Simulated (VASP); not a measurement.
As:

```
As
1.0
     2.70368    0.00000    0.00000
     0.00000    2.70368    0.00000
     0.00000    0.00000    2.70368
As
1
Cartesian
  1.3518 1.3518 1.3518
```

This isn't the form of As at room conditions, which is rhombohedral.

- Program: VASP 6.6.1
- Task: relaxation of cell and atoms
- Functional: PBEsol-based screened hybrid with 25 % exact exchange
- Potentials or basis: VASP PAW PBE potentials, release 64 (As)
- Cutoff: 600 eV
- k mesh: 5 × 5 × 5
- Occupations: fermi-dirac, width 0.05 eV
- Spin: no spin polarisation

At the start: pressure -3.1 GPa; volume 19.76 Å³/atom.

Problem. How do energy, volume and symmetry change on relaxing?

Solution. Over 3 steps the energy falls by 6.9 meV/atom and the volume is 19.06 Å³/atom (-3.5 %); space group Pm-3m (No. 221, to 0.1 Å) before and after.

Step by step:
| step | energy change (eV) | largest force (eV/Å) | pressure (GPa) | volume (Å³) |
| --- | --- | --- | --- | --- |
| 1 | 0.0000 | 0.0000 | -3.09 | 19.76 |
| 2 | -0.0048 | 0.0000 | 1.89 | 18.69 |
| 3 | -0.0069 | 0.0000 | 0.01 | 19.06 |

Final structure:
```cif
data_structure
_symmetry_space_group_name_H-M 'P 1'
_symmetry_Int_Tables_number 1
_cell_length_a 2.6714
_cell_length_b 2.6714
_cell_length_c 2.6714
_cell_angle_alpha 90.000
_cell_angle_beta 90.000
_cell_angle_gamma 90.000
_cell_volume 19.06
loop_
_atom_site_label
_atom_site_type_symbol
_atom_site_fract_x
_atom_site_fract_y
_atom_site_fract_z
_atom_site_occupancy
As1 As 0.50000 0.50000 0.50000 1
```

Caveat: the k points lie up to 0.47 Å⁻¹ apart in the final cell, too coarse for converged energies and pressures of a metal; the PAW data sets were made with another functional, which shifts forces and pressure a little.
